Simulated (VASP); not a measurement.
# TiO2 (P4_2/mnm) in VASP: further runs

The runs below take TiO2 through electric field gradients, with LDA.

All numbers are computed with VASP 6.6.1; they aren't measurements. Logs are shortened: lines on timing, memory, paths and dates and some standing lists are left out, and cuts for length are marked.

### 1 The cell of the first run

It takes space group P4_2/mnm (No. 136, tetragonal). Conventional cell: a = 4.609 Å, b = 4.609 Å, c = 2.969 Å, α = 90.00°, β = 90.00°, γ = 90.00°. Ti (site symmetry mmm) has 6 O at 1.95 to 1.99 Å within 2.6 Å. Within 2.6 Å of O (site symmetry m2m) lie 3 Ti at 1.95 to 1.99 Å and 1 O at 2.53 Å.

### 2 Electric field gradients, LDA (10.51 Å³/atom)

Input file INCAR:

```
SYSTEM = TiO2
ALGO = Normal
EDIFF = 1E-8
ENCUT = 520
GGA = CA
ISIF = 2
ISMEAR = -1
LASPH = .True.
LCHARG = .False.
LEFG = .True.
LREAL = .False.
LWAVE = .False.
NBANDS = 33
NELM = 80
PREC = Accurate
SIGMA = 0.05
```

Input file KPOINTS:

```
k-points
0
Gamma
  7 7 10
  0 0 0
```

Input file POSCAR:

```
TiO2
1.0
    4.6092625706      0.0000000000      0.0000000000
    0.0000000000      4.6092625706      0.0000000000
    0.0000000000      0.0000000000      2.9688306370
Ti O
2 4
Direct
    0.0000000000      0.0000000000      0.0000000000
    0.5000000000      0.5000000000      0.5000000000
    0.3060000000      0.3060000000      0.0000000000
    0.1940000000      0.8060000000      0.5000000000
    0.6940000000      0.6940000000      0.0000000000
    0.8060000000      0.1940000000      0.5000000000
```

Potentials or basis: VASP PAW LDA potentials, release 64 (Ti_sv, O).

On the command line:

```bash
$ cat potpaw_LDA.64/Ti_sv/POTCAR potpaw_LDA.64/O/POTCAR > POTCAR
$ mpirun -np 1 vasp_std > vasp.out
```

OUTCAR:

```text
SYSTEM = TiO2
   EDIFF = 1E-8
   ENCUT = 520
   GGA = CA
   ISIF = 2
   ISMEAR = -1
   LASPH = .True.
   LREAL = .False.
   NELM = 80
   PREC = Accurate

 ion  position               nearest neighbor table
   1  0.000  0.000  0.000-   4 1.95   6 1.95   4 1.95   6 1.95   5 1.99   3 1.99
   2  0.500  0.500  0.500-   3 1.95   5 1.95   3 1.95   5 1.95   4 1.99   6 1.99
   3  0.306  0.306  0.000-   2 1.95   2 1.95   1 1.99
   4  0.194  0.806  0.500-   1 1.95   1 1.95   2 1.99
   5  0.694  0.694  0.000-   2 1.95   2 1.95   1 1.99
   6  0.806  0.194  0.500-   1 1.95   1 1.95   2 1.99

  LATTYP: Found a simple tetragonal cell.
 ALAT       =     4.6092625706
 C/A-ratio  =     0.6441010013

  Lattice vectors:

 A1 = (   4.6092625706,   0.0000000000,   0.0000000000)
 A2 = (   0.0000000000,   4.6092625706,   0.0000000000)
 A3 = (   0.0000000000,   0.0000000000,   2.9688306370)

Analysis of symmetry for initial positions (statically):
=====================================================================
 Subroutine PRICEL returns:
 Original cell was already a primitive cell.

 Routine SETGRP: Setting up the symmetry group for a
 simple tetragonal supercell.

 Subroutine GETGRP returns: Found 16 space group operations
 (whereof  8 operations were pure point group operations)
 out of a pool of 16 trial point group operations.

The static configuration has the point symmetry D_2h.
 The point group associated with its full space group is D_4h.

Analysis of symmetry for dynamics (positions and initial velocities):
=====================================================================
 Subroutine PRICEL returns:
 Original cell was already a primitive cell.

 Routine SETGRP: Setting up the symmetry group for a
 simple tetragonal supercell.

 Subroutine GETGRP returns: Found 16 space group operations
 (whereof  8 operations were pure point group operations)
 out of a pool of 16 trial point group operations.

The dynamic configuration has the point symmetry D_2h.
 The point group associated with its full space group is D_4h.

 Subroutine INISYM returns: Found 16 space group operations
 (whereof  8 operations are pure point group operations),
 and found     1 'primitive' translations

----------------------------------------------------------------------------------------

                                     Primitive cell

  volume of cell :      63.0737

  direct lattice vectors                    reciprocal lattice vectors
     4.609262571  0.000000000  0.000000000     0.216954444  0.000000000  0.000000000
     0.000000000  4.609262571  0.000000000     0.000000000  0.216954444  0.000000000
     0.000000000  0.000000000  2.968830637     0.000000000  0.000000000  0.336832956

  length of vectors
     4.609262571  4.609262571  2.968830637     0.216954444  0.216954444  0.336832956

  position of ions in fractional coordinates (direct lattice)
     0.000000000  0.000000000  0.000000000
     0.500000000  0.500000000  0.500000000
     0.306000000  0.306000000  0.000000000
     0.194000000  0.806000000  0.500000000
     0.694000000  0.694000000  0.000000000
     0.806000000  0.194000000  0.500000000

  ion indices of the primitive-cell ions
   primitive index   ion index
                 1           1
                 2           2
                 3           3
                 4           4
                 5           5
                 6           6

----------------------------------------------------------------------------------------

 KPOINTS: k-points

Automatic generation of k-mesh.
 Grid dimensions read from file:
 generate k-points for:    7    7   10

 Generating k-lattice:

  Cartesian coordinates                     Fractional coordinates (reciprocal lattice)
[... 54 lines left out ...]
   ISPIN  =      1    spin polarized calculation?
   LNONCOLLINEAR =      F non collinear calculations
   LSORBIT =      F    spin-orbit coupling
   LASPH  =      T    aspherical Exc in radial PAW
   ENCUT  =  520.0 eV  38.22 Ry    6.18 a.u.   8.57  8.57  5.52*2*pi/ulx,y,z
   NELM   =     80;   NELMIN=  2; NELMDL= -5     # of ELM steps
   EDIFF  = 0.1E-07   stopping-criterion for ELM
   LREAL  =      F    real-space projection
   EDIFFG = 0.1E-06   stopping-criterion for IOM
   NSW    =      0    number of steps for IOM
   IBRION =     -1    ionic relax: 0-MD 1-quasi-New 2-CG
   NFREE  =      0    steps in history (QN), initial steepest desc. (CG)
   ISIF   =      2    stress and relaxation
   ISYM   =      2    0-nonsym 1-usesym 2-fastsym
   POTIM  = 0.5000    time-step for ionic-motion
   TEBEG  =    0.0;   TEEND  =   0.0 temperature during run
   PSTRESS=    0.0 pullay stress
   NELECT =      48.0000    total number of electrons
   NUPDOWN=      -1.0000    fix difference up-down
   EMIN   =  10.00;   EMAX   =-10.00  energy-range for DOS
   EFERMI =   0.00;   METHOD = LEGACY
   ISMEAR =    -1;   SIGMA  =   0.05  broadening in eV -4-tet -1-fermi 0-gaus
   EFERMI_NEDOS =   21; number of points for ismear=-14 and -15
   IALGO  =     38    algorithm
   IMIX   =      4    mixing-type and parameters
     AMIX     =   0.40;   BMIX     =  1.00
     AMIX_MAG =   1.60;   BMIX_MAG =  1.00
  volume/ion in A,a.u.               =      10.51        70.94
  Fermi-wavevector in a.u.,A,eV,Ry     =   1.494649  2.824477 30.395073  2.233975
  Thomas-Fermi vector in A             =   2.606895
   LORBIT       =      0    0 simple, 1 ext, 2 COOP (PROOUT), +10 PAW based schemes
   GGA     = CA    functional components
   LHFCALC =     F    Hartree Fock is set to
   AEXX    =    0.0000 exact exchange contribution
   IVDW    =     0    specifies the selected vdW correction
   LEPSILON=     F    determine dielectric tensor
   LRPA    =     F    only Hartree local field effects (RPA)
 non-spin polarized calculation
  energy-cutoff  :      520.00
  volume of cell :       63.07
 maximum number of plane-waves:      1716
 NGX is ok and might be reduce to    36
   NGX = 17   NGY = 17   NGZ = 11

 number of electron      48.0000025 magnetization

 Free energy of the ion-electron system (eV)
  ---------------------------------------------------
  ext. energy  EPLUGINS =         0.00000000
  ---------------------------------------------------
  free energy    TOTEN  =       -58.70766196 eV

  energy without entropy =      -58.70766196  energy(sigma->0) =      -58.70766196

 E-fermi :   5.3004     XC(G=0): -11.9359

 val. band max:        4.4264912354   @ k =   0.0000   0.0000   0.0000
 cond. band min:       6.2255172814   @ k =   0.0000   0.0000   0.0000
 fundamental gap:      1.7990260459
 Fermi energy:         5.3003666381

 k-point     1 :       0.0000    0.0000    0.0000
  band No.  band energies     occupation
      1     -51.7626      2.00000
      2     -51.7450      2.00000
      3     -28.4632      2.00000
      4     -28.4632      2.00000
      5     -28.2975      2.00000
      6     -28.2975      2.00000
[... 853 lines left out ...]
     32       9.7917      0.00000
     33      10.6846      0.00000

 [... further k-points ...]

------------------------ aborting loop because EDIFF is reached ----------------------------------------

  FORCE on cell =-STRESS in cart. coord.  units (eV):
  Direction    XX          YY          ZZ          XY          YZ          ZX
  --------------------------------------------------------------------------------------
  -------------------------------------------------------------------------------------
  Total       -3.0910556     -3.0910556     -4.4372355      0.0000000      0.0000000      0.0000000
  in kB      -78.5179716    -78.5179716   -112.7131903      0.0000000      0.0000000      0.0000000
  external PRESSURE =     -89.9163778 kB  Pullay stress =       0.0000000 kB

 VOLUME and BASIS-vectors are now :
 -----------------------------------------------------------------------------
  energy-cutoff  :      520.00
  volume of cell :       63.07
      direct lattice vectors                 reciprocal lattice vectors
     4.609262571  0.000000000  0.000000000     0.216954444  0.000000000  0.000000000
     0.000000000  4.609262571  0.000000000     0.000000000  0.216954444  0.000000000
     0.000000000  0.000000000  2.968830637     0.000000000  0.000000000  0.336832956

 POSITION                                       TOTAL-FORCE (eV/Angst)
 -----------------------------------------------------------------------------------
      0.00000      0.00000      0.00000         0.000000      0.000000      0.000000
      2.30463      2.30463      1.48442         0.000000      0.000000      0.000000
      1.41043      1.41043      0.00000        -0.055380     -0.055380      0.000000
      0.89420      3.71507      1.48442         0.055380     -0.055380      0.000000
      3.19883      3.19883      0.00000         0.055380      0.055380      0.000000
      3.71507      0.89420      1.48442        -0.055380      0.055380      0.000000
 -----------------------------------------------------------------------------------
    total drift:                               -0.000000      0.000000      0.000000

  FREE ENERGIE OF THE ION-ELECTRON SYSTEM (eV)
  ---------------------------------------------------
  free  energy   TOTEN  =       -58.7076619640 eV

  energy  without entropy=      -58.7076619630  energy(sigma->0) =      -58.70766196

 Electric field gradients (V/A^2)
---------------------------------------------------------------------
 ion       V_xx      V_yy      V_zz      V_xy      V_xz      V_yz
---------------------------------------------------------------------
   1      12.489    12.489   -24.978     7.296     0.000    -0.000
   2      12.489    12.489   -24.978    -7.296    -0.000    -0.000
   3       1.426     1.426    -2.852    18.573     0.000    -0.000
   4       1.426     1.426    -2.852   -18.573    -0.000     0.000
   5       1.426     1.426    -2.852    18.573    -0.000     0.000
   6       1.426     1.426    -2.852   -18.573     0.000     0.000
---------------------------------------------------------------------

 Electric field gradients after diagonalization (V/A^2)
 (convention: |V_zz| > |V_xx| > |V_yy|)
----------------------------------------------------------------------
 ion       V_xx      V_yy      V_zz     asymmetry (V_yy - V_xx)/ V_zz
----------------------------------------------------------------------
   1      19.785     5.193   -24.978       0.584
   2      19.785     5.193   -24.978       0.584
   3     -17.147    -2.852    19.999       0.715
   4     -17.147    -2.852    19.999       0.715
   5     -17.147    -2.852    19.999       0.715
   6     -17.147    -2.852    19.999       0.715
----------------------------------------------------------------------

           NMR quadrupolar parameters

 Cq : quadrupolar parameter    Cq=e*Q*V_zz/h
 eta: asymmetry parameters     (V_yy - V_xx)/ V_zz
 Q  : nuclear electric quadrupole moment in mb (millibarn)
----------------------------------------------------------------------
 ion       Cq(MHz)       eta       Q (mb)
----------------------------------------------------------------------
   1      -0.060       0.584       1.000
   2      -0.060       0.584       1.000
   3       0.048       0.715       1.000
   4       0.048       0.715       1.000
   5       0.048       0.715       1.000
   6       0.048       0.715       1.000
----------------------------------------------------------------------
```

Run time: 3.3 min. Hardware: 1 thread of Intel Xeon 8259CL, shared host; peak memory 0.22 GiB.

What came out:

- Free energy: -58.7077 eV
- Pressure: -9.0 GPa
- Largest force: 0.078 eV/Å
- Band gap on the k mesh: 1.80 eV
- Largest electric field gradient by atom: Ti -25.0; O +20.0 V/Å²

Forces in eV/Å, atoms in the order of the input:
```
Ti   0.000  0.000  0.000
Ti   0.000  0.000  0.000
O   -0.055 -0.055  0.000
O    0.055 -0.055  0.000
O    0.055  0.055  0.000
O   -0.055  0.055  0.000
```

Levels at points of the mesh, in eV from the valence-band top:
```tsv
k point	band 21	band 22	band 23	band 24	band 25	band 26	band 27	band 28
(0.00, 0.00, 0.00)	-0.69	-0.43	-0.43	0.00	1.80	2.11	2.34	2.41
(0.00, 0.00, 0.50)	-2.37	-2.37	-1.43	-1.43	2.88	2.88	3.06	3.06
```

Electric field gradients, principal values (V/Å²):
```
atom   least   middle  greatest (by size)
1 Ti   5.193   19.785             -24.978
2 Ti   5.193   19.785             -24.978
 3 O  -2.852  -17.147              19.999
 4 O  -2.852  -17.147              19.999
 5 O  -2.852  -17.147              19.999
 6 O  -2.852  -17.147              19.999
```

Caveat: the cell stands under tension; without QUAD_EFG the Cq values of the log hold for a quadrupole moment of 1 mb, not for the nuclei.

### 3 Electric field gradients, LDA (10.82 Å³/atom)

This run uses another cell than the first one, of 10.82 Å³/atom.

Input file INCAR:

```
ALGO = Normal ; EDIFF = 1E-8
ENCUT = 520 ; ISIF = 2
ISMEAR = -1 ; LASPH = True
LCHARG = False ; LEFG = True
LREAL = False ; LWAVE = False
NBANDS = 33 ; NELM = 100
PREC = Accurate ; SIGMA = 0.05
```

Input file KPOINTS:

```
k-points
0
Gamma
  7 7 10
```

POSCAR: that of step 2 with these lines changed.

```diff
@@ -2,5 +2,5 @@
 1.0
-    4.6092625706      0.0000000000      0.0000000000
-    0.0000000000      4.6092625706      0.0000000000
-    0.0000000000      0.0000000000      2.9688306370
+    4.6544543012      0.0000000000      0.0000000000
+    0.0000000000      4.6544543012      0.0000000000
+    0.0000000000      0.0000000000      2.9979386759
 Ti O
```

Potentials or basis: VASP PAW LDA potentials, release 64 (Ti_sv, O).

On the command line:

```bash
$ cat potpaw_LDA.64/Ti_sv/POTCAR potpaw_LDA.64/O/POTCAR > POTCAR
$ mpirun -np 1 vasp_std > vasp.out
```

OUTCAR:

```text
EDIFF = 1E-8
   ENCUT = 520
   ISIF = 2
   ISMEAR = -1
   LASPH = True
   LREAL = False
   NELM = 100
   PREC = Accurate

 ion  position               nearest neighbor table
   1  0.000  0.000  0.000-   4 1.97   6 1.97   4 1.97   6 1.97   5 2.01   3 2.01
   2  0.500  0.500  0.500-   3 1.97   5 1.97   3 1.97   5 1.97   4 2.01   6 2.01
   3  0.306  0.306  0.000-   2 1.97   2 1.97   1 2.01
   4  0.194  0.806  0.500-   1 1.97   1 1.97   2 2.01
   5  0.694  0.694  0.000-   2 1.97   2 1.97   1 2.01
   6  0.806  0.194  0.500-   1 1.97   1 1.97   2 2.01

  LATTYP: Found a simple tetragonal cell.
 ALAT       =     4.6544543012
 C/A-ratio  =     0.6441010013

  Lattice vectors:

[... 1103 lines left out ...]
   3       1.183     1.183    -2.366    20.150     0.000     0.000
   4       1.183     1.183    -2.366   -20.150    -0.000    -0.000
   5       1.183     1.183    -2.366    20.150    -0.000    -0.000
   6       1.183     1.183    -2.366   -20.150     0.000     0.000
---------------------------------------------------------------------

 Electric field gradients after diagonalization (V/A^2)
 (convention: |V_zz| > |V_xx| > |V_yy|)
----------------------------------------------------------------------
 ion       V_xx      V_yy      V_zz     asymmetry (V_yy - V_xx)/ V_zz
----------------------------------------------------------------------
   1      18.780     5.098   -23.877       0.573
   2      18.780     5.098   -23.877       0.573
   3     -18.967    -2.366    21.333       0.778
   4     -18.967    -2.366    21.333       0.778
   5     -18.967    -2.366    21.333       0.778
   6     -18.967    -2.366    21.333       0.778
----------------------------------------------------------------------

           NMR quadrupolar parameters

 Cq : quadrupolar parameter    Cq=e*Q*V_zz/h
 eta: asymmetry parameters     (V_yy - V_xx)/ V_zz
 Q  : nuclear electric quadrupole moment in mb (millibarn)
----------------------------------------------------------------------
 ion       Cq(MHz)       eta       Q (mb)
----------------------------------------------------------------------
   1      -0.058       0.573       1.000
   2      -0.058       0.573       1.000
   3       0.052       0.778       1.000
   4       0.052       0.778       1.000
   5       0.052       0.778       1.000
   6       0.052       0.778       1.000
----------------------------------------------------------------------
```

OSZICAR:

```text
N       E                     dE             d eps       ncg     rms          rms(c)
DAV:   1     0.635782123025E+03    0.63578E+03   -0.24185E+04  3960   0.170E+03
DAV:   2     0.175086759030E+02   -0.61827E+03   -0.57231E+03  4328   0.506E+02
DAV:   3    -0.712040741448E+02   -0.88713E+02   -0.87088E+02  5381   0.184E+02
DAV:   4    -0.758011269084E+02   -0.45971E+01   -0.45854E+01  5757   0.399E+01
[... 11 lines left out ...]
DAV:  16    -0.585688442908E+02    0.49054E-05   -0.12504E-05  5974   0.284E-02    0.425E-03
DAV:  17    -0.585688441985E+02    0.92276E-07   -0.10612E-06  4893   0.748E-03    0.192E-03
DAV:  18    -0.585688441905E+02    0.80208E-08   -0.27198E-07  5863   0.489E-03    0.111E-03
DAV:  19    -0.585688441733E+02    0.17194E-07   -0.38098E-08  4186   0.185E-03    0.363E-04
DAV:  20    -0.585688441729E+02    0.37562E-09   -0.10470E-08  2687   0.677E-04
   1 F= -.58568844E+02 E0= -.58568844E+02  d E =-.187208E-08
```

Wall time 3 min (1 thread of Intel Xeon 8259CL, shared host); peak memory 0.22 GiB.

Results:

* Free energy: -58.5688 eV
* Pressure: -15.1 GPa
* Largest force: 0.073 eV/Å
* Band gap on the k mesh: 1.73 eV
* Largest electric field gradient by atom: Ti -23.9; O +21.3 V/Å²

Forces in eV/Å, atoms in the order of the input:
```
Ti   0.000  0.000  0.000
Ti   0.000  0.000  0.000
O    0.051  0.051  0.000
O   -0.051  0.051  0.000
O   -0.051 -0.051  0.000
O    0.051 -0.051  0.000
```

Stress tensor (GPa, compression positive):
```
-13.36   0.00   0.00
  0.00 -13.36   0.00
  0.00   0.00 -18.50
```

Electric field gradients, principal values (V/Å²):
```tsv
atom	least	middle	greatest (by size)
1 Ti	5.098	18.780	-23.877
2 Ti	5.098	18.780	-23.877
3 O	-2.366	-18.967	21.333
4 O	-2.366	-18.967	21.333
5 O	-2.366	-18.967	21.333
6 O	-2.366	-18.967	21.333
```

Caveat: the stress differs along the axes, from -19 to -13 GPa; without QUAD_EFG the Cq values of the log hold for a quadrupole moment of 1 mb, not for the nuclei. A k mesh can miss the band edges.

[end of part 1 of 3]
